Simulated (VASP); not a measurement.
Here is a VASP 6.6.1 calculation.

File INCAR:

```
PREC = Accurate
ENCUT = 600
EDIFF = 1E-6
ISMEAR = 0
SIGMA = 0.15
LREAL = F
LASPH = T
NELM = 120
ALGO = Normal
ISIF = 2
LWAVE = F
LCHARG = F
GGA = PE
NBANDS = 34
GGA_COMPAT = F
```

The input KPOINTS:

```
regular mesh
0
Gamma
  4 4 2
```

The input POSCAR:

```
Sc2GaN3
1.0
    3.4930845597     -0.0000000028      0.0000000000
   -1.7465422774      3.0250999676      0.0000000000
    0.0000000000      0.0000000000      7.0691913005
Sc Ga N
2 1 3
Direct
    0.3333333333      0.6666666667      0.8193161422
    0.3333333333      0.6666666667      0.1806838578
    0.6666666667      0.3333333333      0.5000000000
    0.6666666667      0.3333333333      0.0000000000
    0.0000000000      0.0000000000      0.5000000000
    0.0000000000      0.0000000000      0.0000000000
```

Potentials or basis: VASP PAW PBE potentials, release 64 (Sc_sv, Ga_d, N).

Command:

```bash
$ cat potpaw_PBE.64/Sc_sv/POTCAR potpaw_PBE.64/Ga_d/POTCAR potpaw_PBE.64/N/POTCAR > POTCAR
$ mpirun -np 1 vasp_std > vasp.out
```

Task: What does it give for the band gap on the k mesh?

Result: Zero (bands 25 and 26 overlap by 0.63 eV).

Task: Estimate the pressure.

Result: 0.2 GPa.

Task: What does it give for the largest force?

Result: 0.121 eV/Å.

Stress tensor (GPa, compression positive):
```
0.15 0.00 0.00
0.00 0.15 0.00
0.00 0.00 0.33
```

Caveat: the k points lie up to 0.52 Å⁻¹ apart, too coarse for converged energies and pressures of a metal.
